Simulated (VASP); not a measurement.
Here is a VASP 6.6.1 calculation.

Contents of INCAR:

```
SYSTEM = MgTiF4
PREC     = Accurate       ! precision mode
ENCUT    = 520            ! plane-wave cutoff, eV
EDIFF    = 1E-6           ! SCF threshold, eV
ISMEAR   = 0              ! smearing method
SIGMA    = 0.01           ! smearing width, eV
LREAL    = .False.        ! projectors in reciprocal space
LASPH    = .True.         ! aspherical terms in the spheres
NELM     = 80             ! most SCF steps
ALGO     = Normal         ! electronic algorithm
ISIF     = 2              ! what is computed and relaxed
LWAVE    = .False.        ! write WAVECAR
LCHARG   = .False.        ! write CHGCAR
GGA      = PE             ! functional
NBANDS   = 30             ! bands
```

The input KPOINTS:

```
Automatic mesh
0
Gamma
  10 10 8
  0 0 0
```

POSCAR

```
MgTiF4
1.0
    3.5115494902      0.0000000000      0.0000000000
    0.0000000000      3.5115494902      0.0000000000
    0.0000000000      0.0000000000      5.2606792422
Mg Ti F
1 1 4
Direct
    0.0000000000      0.0000000000      0.5000000000
    0.5000000000      0.5000000000      0.0000000000
    0.5000000000      0.0000000000      0.2636630625
    0.5000000000      0.0000000000      0.7363369375
    0.0000000000      0.5000000000      0.7363369375
    0.0000000000      0.5000000000      0.2636630625
```

Potentials or basis: VASP PAW PBE potentials, release 64 (Mg, Ti_sv, F).

The run is started by

```console
$ cat potpaw_PBE.64/Mg/POTCAR potpaw_PBE.64/Ti_sv/POTCAR potpaw_PBE.64/F/POTCAR > POTCAR
$ mpirun -np 1 vasp_std > vasp.out
```

Question: Predict the pressure.

Answer: -0.4 GPa.

Question: What does it give for the largest force?

Answer: 0.035 eV/Å.

Question: Predict the band gap on the k mesh.

Answer: Zero (bands 21 and 22 overlap by 0.11 eV).

Forces on the atoms (eV/Å):
```
Mg   0.000  0.000  0.000
Ti   0.000  0.000  0.000
F    0.000  0.000  0.035
F    0.000  0.000 -0.035
F    0.000  0.000 -0.035
F    0.000  0.000  0.035
```

Caveat: semilocal functionals often make such compounds metallic where correlation or magnetic order opens a gap, which also shifts bond lengths.
